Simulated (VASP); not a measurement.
# PbS (P6_3mc) in VASP: notebook

The runs below take PbS through single point, with PBE.

Program: VASP 6.6.1. These are calculated values, not measurements. Logs are shortened: lines on timing, memory, paths and dates and some standing lists are left out, and cuts for length are marked.

## 1. The cell of the first run

The structure is hexagonal, space group P6_3mc (No. 186). The conventional cell has a = 4.997 Å, b = 4.997 Å, c = 5.998 Å, α = 90.00°, β = 90.00°, γ = 120.00°. Pb (site symmetry 3m) has 5 S at 2.89 to 3.02 Å within 3.8 Å. Within 3.8 Å of S (site symmetry 3m) lie 5 Pb at 2.89 to 3.02 Å.

## 2. Single point, PBE

Input file INCAR:

```
SYSTEM = PbS
  PREC = Accurate
  ENCUT = 520
  EDIFF = 1E-7
  ISMEAR = 0
  SIGMA = 0.01
  LREAL = .False.
  LASPH = .True.
  NELM = 60
  ALGO = Normal
  ISIF = 2
  LWAVE = .False.
  LCHARG = .False.
  GGA = PE
  NBANDS = 28
```

Input file KPOINTS:

```
regular mesh
0
Gamma
  6 6 2
  0 0 0
```

Input file POSCAR:

```
PbS
1.0
    4.9970323877      0.0000000000      0.0000000000
   -2.4985161939      4.3275569913      0.0000000000
    0.0000000000      0.0000000000      5.9976962616
Pb S
2 2
Direct
    0.3333333333      0.6666666667     -0.0640847827
    0.6666666667      0.3333333333      0.4359152173
    0.3333333333      0.6666666667      0.4390847827
    0.6666666667      0.3333333333      0.9390847827
```

Potentials or basis: VASP PAW PBE potentials, release 64 (Pb_d, S).

Command:

```console
$ cat potpaw_PBE.64/Pb_d/POTCAR potpaw_PBE.64/S/POTCAR > POTCAR
$ mpirun -np 1 vasp_std > vasp.out
```

OUTCAR:

```text
SYSTEM = PbS
   PREC = Accurate
   ENCUT = 520
   EDIFF = 1E-7
   ISMEAR = 0
   LREAL = .False.
   LASPH = .True.
   NELM = 60
   ISIF = 2
   GGA = PE

 ion  position               nearest neighbor table
   1  0.333  0.667  0.936-   4 2.89   4 2.89   4 2.89   3 2.98   3 3.02
   2  0.667  0.333  0.436-   3 2.89   3 2.89   3 2.89   4 2.98   4 3.02
   3  0.333  0.667  0.439-   2 2.89   2 2.89   2 2.89   1 2.98   1 3.02
   4  0.667  0.333  0.939-   1 2.89   1 2.89   1 2.89   2 2.98   2 3.02

  LATTYP: Found a hexagonal cell.
 ALAT       =     4.9970323877
 C/A-ratio  =     1.2002516286

  Lattice vectors:

 A1 = (   4.9970323877,   0.0000000000,   0.0000000000)
 A2 = (  -2.4985161939,   4.3275569913,   0.0000000000)
 A3 = (   0.0000000000,   0.0000000000,   5.9976962616)

Analysis of symmetry for initial positions (statically):
=====================================================================
 Subroutine PRICEL returns:
 Original cell was already a primitive cell.

 Routine SETGRP: Setting up the symmetry group for a
 hexagonal supercell.

 Subroutine GETGRP returns: Found 12 space group operations
 (whereof  6 operations were pure point group operations)
 out of a pool of 24 trial point group operations.

The static configuration has the point symmetry C_3v.
 The point group associated with its full space group is C_6v.

Analysis of symmetry for dynamics (positions and initial velocities):
=====================================================================
 Subroutine PRICEL returns:
 Original cell was already a primitive cell.

 Routine SETGRP: Setting up the symmetry group for a
 hexagonal supercell.

 Subroutine GETGRP returns: Found 12 space group operations
 (whereof  6 operations were pure point group operations)
 out of a pool of 24 trial point group operations.

The dynamic configuration has the point symmetry C_3v.
 The point group associated with its full space group is C_6v.

 Subroutine INISYM returns: Found 12 space group operations
 (whereof  6 operations are pure point group operations),
 and found     1 'primitive' translations

----------------------------------------------------------------------------------------

                                     Primitive cell

  volume of cell :     129.6998

  direct lattice vectors                    reciprocal lattice vectors
     4.997032388  0.000000000  0.000000000     0.200118775  0.115538629  0.000000000
    -2.498516194  4.327556991  0.000000000     0.000000000  0.231077257  0.000000000
     0.000000000  0.000000000  5.997696262     0.000000000  0.000000000  0.166730684

  length of vectors
     4.997032388  4.997032388  5.997696262     0.231077257  0.231077257  0.166730684

  position of ions in fractional coordinates (direct lattice)
     0.333333333  0.666666667  0.935915217
     0.666666667  0.333333333  0.435915217
     0.333333333  0.666666667  0.439084783
     0.666666667  0.333333333  0.939084783

  ion indices of the primitive-cell ions
   primitive index   ion index
                 1           1
                 2           2
                 3           3
                 4           4

----------------------------------------------------------------------------------------

 KPOINTS: regular mesh

Automatic generation of k-mesh.
 Grid dimensions read from file:
 generate k-points for:    6    6    2

 Generating k-lattice:

  Cartesian coordinates                     Fractional coordinates (reciprocal lattice)
     0.033353129  0.019256438  0.000000000     0.166666667  0.000000000  0.000000000
     0.000000000  0.038512876  0.000000000     0.000000000  0.166666667  0.000000000
     0.000000000  0.000000000  0.083365342     0.000000000  0.000000000  0.500000000

  Length of vectors
     0.038512876  0.038512876  0.083365342

  Shift w.r.t. Gamma in fractional coordinates (k-lattice)
     0.000000000  0.000000000  0.000000000

 Subroutine IBZKPT returns following result:
 ===========================================

 Found     14 irreducible k-points:

 Following reciprocal coordinates:
            Coordinates               Weight
  0.000000  0.000000  0.000000      1.000000
  0.166667  0.000000  0.000000      6.000000
  0.333333  0.000000  0.000000      6.000000
  0.500000  0.000000  0.000000      3.000000
  0.166667  0.166667  0.000000      6.000000
  0.333333  0.166667  0.000000     12.000000
  0.333333  0.333333  0.000000      2.000000
  0.000000  0.000000  0.500000      1.000000
  0.166667  0.000000  0.500000      6.000000
  0.333333  0.000000  0.500000      6.000000
  0.500000  0.000000  0.500000      3.000000
  0.166667  0.166667  0.500000      6.000000
  0.333333  0.166667  0.500000     12.000000
  0.333333  0.333333  0.500000      2.000000
   k-points           NKPTS =     14   k-points in BZ     NKDIM =     14   number of bands    NBANDS=     28
   number of dos      NEDOS =    301   number of ions     NIONS =      4
   total plane-waves  NPLWV =  76800
   dimension x,y,z NGX =    40 NGY =   40 NGZ =   48
   dimension x,y,z NGXF=    80 NGYF=   80 NGZF=   96
   ions per type =               2   2
   NGX,Y,Z   is equivalent  to a cutoff of  13.31, 13.31, 13.30 a.u.
   NGXF,Y,Z  is equivalent  to a cutoff of  26.62, 26.62, 26.61 a.u.
 SYSTEM =  PbS
   PREC   = accura    normal or accurate (medium, high low for compatibility)
   ISTART =      0    job   : 0-new  1-cont  2-samecut
   ICHARG =      2    charge: 1-file 2-atom 10-const
   ISPIN  =      1    spin polarized calculation?
   LNONCOLLINEAR =      F non collinear calculations
   LSORBIT =      F    spin-orbit coupling
   LASPH  =      T    aspherical Exc in radial PAW
   ENCUT  =  520.0 eV  38.22 Ry    6.18 a.u.   9.29  9.29 11.15*2*pi/ulx,y,z
   NELM   =     60;   NELMIN=  2; NELMDL= -5     # of ELM steps
   EDIFF  = 0.1E-06   stopping-criterion for ELM
   LREAL  =      F    real-space projection
   EDIFFG = 0.1E-05   stopping-criterion for IOM
   NSW    =      0    number of steps for IOM
   IBRION =     -1    ionic relax: 0-MD 1-quasi-New 2-CG
   NFREE  =      0    steps in history (QN), initial steepest desc. (CG)
   ISIF   =      2    stress and relaxation
   ISYM   =      2    0-nonsym 1-usesym 2-fastsym
   POTIM  = 0.5000    time-step for ionic-motion
   TEBEG  =    0.0;   TEEND  =   0.0 temperature during run
   PSTRESS=    0.0 pullay stress
   NELECT =      40.0000    total number of electrons
   NUPDOWN=      -1.0000    fix difference up-down
   EMIN   =  10.00;   EMAX   =-10.00  energy-range for DOS
   EFERMI =   0.00;   METHOD = LEGACY
   ISMEAR =     0;   SIGMA  =   0.01  broadening in eV -4-tet -1-fermi 0-gaus
   EFERMI_NEDOS =   21; number of points for ismear=-14 and -15
   IALGO  =     38    algorithm
   IMIX   =      4    mixing-type and parameters
     AMIX     =   0.40;   BMIX     =  1.00
     AMIX_MAG =   1.60;   BMIX_MAG =  1.00
  volume/ion in A,a.u.               =      32.42       218.81
  Fermi-wavevector in a.u.,A,eV,Ry     =   1.106068  2.090165 16.645172  1.223386
  Thomas-Fermi vector in A             =   2.242563
   LORBIT       =      0    0 simple, 1 ext, 2 COOP (PROOUT), +10 PAW based schemes
   GGA     = PE    functional components
   LHFCALC =     F    Hartree Fock is set to
   AEXX    =    0.0000 exact exchange contribution
   IVDW    =     0    specifies the selected vdW correction
   LEPSILON=     F    determine dielectric tensor
   LRPA    =     F    only Hartree local field effects (RPA)
 non-spin polarized calculation
 Gauss-broadening in eV      SIGMA  =   0.01
  energy-cutoff  :      520.00
  volume of cell :      129.70
 maximum number of plane-waves:      3506
 NGX is ok and might be reduce to    40
   NGX = 19   NGY = 19   NGZ = 23

 number of electron      39.9999997 magnetization

 Free energy of the ion-electron system (eV)
  ---------------------------------------------------
  ext. energy  EPLUGINS =         0.00000000
  ---------------------------------------------------
  free energy    TOTEN  =       -16.87320253 eV

  energy without entropy =      -16.87320253  energy(sigma->0) =      -16.87320253

 E-fermi :   3.8207     XC(G=0):  -8.3922

 val. band max:        3.7409214531   @ k =   0.3333   0.3333   0.5000
 cond. band min:       5.1352342737   @ k =   0.3333   0.3333   0.5000
 fundamental gap:      1.3943128206
 Fermi energy:         3.8207375593

 k-point     1 :       0.0000    0.0000    0.0000
  band No.  band energies     occupation
      1     -13.0748      2.00000
      2     -12.9768      2.00000
      3     -12.9768      2.00000
      4     -12.9578      2.00000
      5     -12.9544      2.00000
      6     -12.9544      2.00000
[... 20 lines left out ...]
     27       9.3020      0.00000
     28      10.4211      0.00000

 k-point     2 :       0.1667    0.0000    0.0000
  band No.  band energies     occupation
      1     -13.0709      2.00000
      2     -12.9789      2.00000
      3     -12.9759      2.00000
      4     -12.9718      2.00000
      5     -12.9540      2.00000
      6     -12.9519      2.00000
[... 20 lines left out ...]
     27       9.9060      0.00000
     28      10.0834      0.00000

 k-point     3 :       0.3333    0.0000    0.0000
  band No.  band energies     occupation
      1     -13.0612      2.00000
      2     -12.9934      2.00000
      3     -12.9826      2.00000
      4     -12.9732      2.00000
      5     -12.9500      2.00000
      6     -12.9460      2.00000
[... 20 lines left out ...]
     27       9.6690      0.00000
     28      10.5958      0.00000

 k-point     4 :       0.5000    0.0000    0.0000
  band No.  band energies     occupation
      1     -13.0542      2.00000
      2     -13.0059      2.00000
      3     -12.9844      2.00000
      4     -12.9714      2.00000
      5     -12.9476      2.00000
      6     -12.9424      2.00000
[... 20 lines left out ...]
     27       9.5177      0.00000
     28      10.3945      0.00000

 k-point     5 :       0.1667    0.1667    0.0000
  band No.  band energies     occupation
      1     -13.0634      2.00000
      2     -12.9887      2.00000
      3     -12.9827      2.00000
      4     -12.9725      2.00000
      5     -12.9509      2.00000
      6     -12.9476      2.00000
[... 20 lines left out ...]
     27       9.5795      0.00000
     28      11.2266      0.00000

 k-point     6 :       0.3333    0.1667    0.0000
  band No.  band energies     occupation
      1     -13.0508      2.00000
      2     -13.0091      2.00000
      3     -12.9866      2.00000
      4     -12.9671      2.00000
      5     -12.9503      2.00000
      6     -12.9445      2.00000
[... 20 lines left out ...]
     27       9.0378      0.00000
     28      10.5057      0.00000

 k-point     7 :       0.3333    0.3333    0.0000
  band No.  band energies     occupation
      1     -13.0310      2.00000
      2     -13.0310      2.00000
      3     -12.9890      2.00000
      4     -12.9559      2.00000
      5     -12.9559      2.00000
      6     -12.9519      2.00000
[... 20 lines left out ...]
     27       8.8864      0.00000
     28      10.4890      0.00000

 k-point     8 :       0.0000    0.0000    0.5000
  band No.  band energies     occupation
      1     -13.0006      2.00000
      2     -13.0006      2.00000
      3     -12.9762      2.00000
      4     -12.9762      2.00000
      5     -12.9762      2.00000
      6     -12.9762      2.00000
[... 20 lines left out ...]
     27       9.9658      0.00000
     28       9.9658      0.00000

 k-point     9 :       0.1667    0.0000    0.5000
  band No.  band energies     occupation
      1     -13.0011      2.00000
      2     -13.0011      2.00000
      3     -12.9729      2.00000
      4     -12.9729      2.00000
      5     -12.9708      2.00000
      6     -12.9708      2.00000
[... 20 lines left out ...]
     27      10.6218      0.00000
     28      10.6218      0.00000

 k-point    10 :       0.3333    0.0000    0.5000
  band No.  band energies     occupation
      1     -12.9980      2.00000
      2     -12.9980      2.00000
      3     -12.9663      2.00000
      4     -12.9663      2.00000
      5     -12.9659      2.00000
      6     -12.9659      2.00000
[... 20 lines left out ...]
     27      11.1406      0.00000
     28      11.1406      0.00000

 k-point    11 :       0.5000    0.0000    0.5000
  band No.  band energies     occupation
      1     -12.9930      2.00000
      2     -12.9930      2.00000
      3     -12.9716      2.00000
      4     -12.9716      2.00000
      5     -12.9630      2.00000
      6     -12.9630      2.00000
[... 20 lines left out ...]
     27      10.6382      0.00000
     28      10.6382      0.00000

 k-point    12 :       0.1667    0.1667    0.5000
  band No.  band energies     occupation
      1     -12.9992      2.00000
      2     -12.9992      2.00000
      3     -12.9683      2.00000
      4     -12.9683      2.00000
      5     -12.9651      2.00000
      6     -12.9651      2.00000
[... 20 lines left out ...]
     27      11.1965      0.00000
     28      11.1965      0.00000

 k-point    13 :       0.3333    0.1667    0.5000
  band No.  band energies     occupation
      1     -12.9925      2.00000
      2     -12.9925      2.00000
      3     -12.9701      2.00000
      4     -12.9701      2.00000
      5     -12.9621      2.00000
      6     -12.9621      2.00000
[... 20 lines left out ...]
     27      10.6785      0.00000
     28      10.6785      0.00000

 k-point    14 :       0.3333    0.3333    0.5000
  band No.  band energies     occupation
      1     -12.9861      2.00000
      2     -12.9861      2.00000
      3     -12.9754      2.00000
      4     -12.9754      2.00000
      5     -12.9602      2.00000
      6     -12.9602      2.00000
[... 20 lines left out ...]
     27      10.5147      0.00000
     28      10.5147      0.00000

------------------------ aborting loop because EDIFF is reached ----------------------------------------

  FORCE on cell =-STRESS in cart. coord.  units (eV):
  Direction    XX          YY          ZZ          XY          YZ          ZX
  --------------------------------------------------------------------------------------
  -------------------------------------------------------------------------------------
  Total        0.0413502      0.0413502      3.5451983     -0.0000000      0.0000000      0.0000000
  in kB        0.5107973      0.5107973     43.7937045     -0.0000000      0.0000000      0.0000000
  external PRESSURE =      14.9384331 kB  Pullay stress =       0.0000000 kB

 VOLUME and BASIS-vectors are now :
 -----------------------------------------------------------------------------
  energy-cutoff  :      520.00
  volume of cell :      129.70
      direct lattice vectors                 reciprocal lattice vectors
     4.997032388  0.000000000  0.000000000     0.200118775  0.115538629  0.000000000
    -2.498516194  4.327556991  0.000000000     0.000000000  0.231077257  0.000000000
     0.000000000  0.000000000  5.997696262     0.000000000  0.000000000  0.166730684

 POSITION                                       TOTAL-FORCE (eV/Angst)
 -----------------------------------------------------------------------------------
     -0.00000      2.88504      5.61334        -0.000000     -0.000000     -0.009149
      2.49852      1.44252      2.61449         0.000000      0.000000     -0.009149
     -0.00000      2.88504      2.63350        -0.000000      0.000000      0.009149
      2.49852      1.44252      5.63235         0.000000     -0.000000      0.009149
 -----------------------------------------------------------------------------------
    total drift:                               -0.000000      0.000000      0.000155

  FREE ENERGIE OF THE ION-ELECTRON SYSTEM (eV)
  ---------------------------------------------------
  free  energy   TOTEN  =       -16.8732025288 eV

  energy  without entropy=      -16.8732025288  energy(sigma->0) =      -16.87320253
```

Wall time 1.8 min (1 thread of Intel Xeon 8259CL, shared host); peak memory 0.27 GiB.

Results:

| Quantity | Value |
| --- | --- |
| Free energy | -16.8732 eV |
| Pressure | 1.5 GPa |
| Largest force | 0.009 eV/Å |
| Band gap on the k mesh | 1.39 eV |

Forces in eV/Å, atoms in the order of the input:
```
Pb   0.000  0.000 -0.009
Pb   0.000  0.000 -0.009
S    0.000  0.000  0.009
S    0.000  0.000  0.009
```

Levels at points of the mesh, in eV from the valence-band top:
| k point | band 16 | band 17 | band 18 | band 19 | band 20 | band 21 | band 22 | band 23 | band 24 | band 25 |
| --- | --- | --- | --- | --- | --- | --- | --- | --- | --- | --- |
| (0.00, 0.00, 0.00) | -3.02 | -3.02 | -1.88 | -1.87 | -1.87 | 2.00 | 2.00 | 3.35 | 3.35 | 5.04 |
| (0.50, 0.00, 0.00) | -3.68 | -2.85 | -2.25 | -2.09 | -0.72 | 2.97 | 3.10 | 4.17 | 4.41 | 5.09 |
| (0.00, 0.00, 0.50) | -2.45 | -2.45 | -2.45 | -1.31 | -1.31 | 2.30 | 2.30 | 2.30 | 2.30 | 2.55 |
| (0.50, 0.00, 0.50) | -3.02 | -1.87 | -1.87 | -0.64 | -0.64 | 1.59 | 1.59 | 3.08 | 3.08 | 4.32 |

Caveat: the k points lie up to 0.52 Å⁻¹ apart; spin-orbit coupling is left out, which moves the levels of the heavy elements.

## 3. Single point, PBE

Input file INCAR:

```
PREC = Accurate
ENCUT = 520
EDIFF = 1E-7
ISMEAR = 0
SIGMA = 0.01
LREAL = F
LASPH = T
NELM = 100
ALGO = Normal
ISIF = 2
LWAVE = F
LCHARG = T
GGA = PE
LELF = T
LVHAR = T
NBANDS = 28
```

Input file KPOINTS:

```
regular mesh
0
Gamma
  6 6 2
```

POSCAR is that of step 2.

Potentials or basis: VASP PAW PBE potentials, release 64 (Pb_d, S).

Command:

```console
$ cat potpaw_PBE.64/Pb_d/POTCAR potpaw_PBE.64/S/POTCAR > POTCAR
$ mpirun -np 1 vasp_std > vasp.out
```

Wall time 1.8 min (1 thread of Intel Xeon 8259CL, shared host); peak memory 0.27 GiB.

It converged, with:

```
Free energy            : -16.8732 eV
Pressure               : 1.5 GPa
Largest force          : 0.009 eV/Å
Band gap on the k mesh : 1.39 eV
```

Forces on the atoms (eV/Å):
```
Pb   0.000  0.000 -0.009
Pb   0.000  0.000 -0.009
S    0.000  0.000  0.009
S    0.000  0.000  0.009
```

Stress tensor (GPa, compression positive):
```
0.05 0.00 0.00
0.00 0.05 0.00
0.00 0.00 4.38
```

Levels at points of the mesh, in eV from the valence-band top:
| k point | band 17 | band 18 | band 19 | band 20 | band 21 | band 22 | band 23 | band 24 |
| --- | --- | --- | --- | --- | --- | --- | --- | --- |
| (0.00, 0.00, 0.00) | -3.02 | -1.88 | -1.87 | -1.87 | 2.00 | 2.00 | 3.35 | 3.35 |
| (0.50, 0.00, 0.00) | -2.85 | -2.25 | -2.09 | -0.72 | 2.97 | 3.10 | 4.17 | 4.41 |
| (0.00, 0.00, 0.50) | -2.45 | -2.45 | -1.31 | -1.31 | 2.30 | 2.30 | 2.30 | 2.30 |
| (0.50, 0.00, 0.50) | -1.87 | -1.87 | -0.64 | -0.64 | 1.59 | 1.59 | 3.08 | 3.08 |

Caveat: the k points lie up to 0.52 Å⁻¹ apart; spin-orbit coupling is left out, which moves the levels of the heavy elements. A k mesh can miss the band edges.
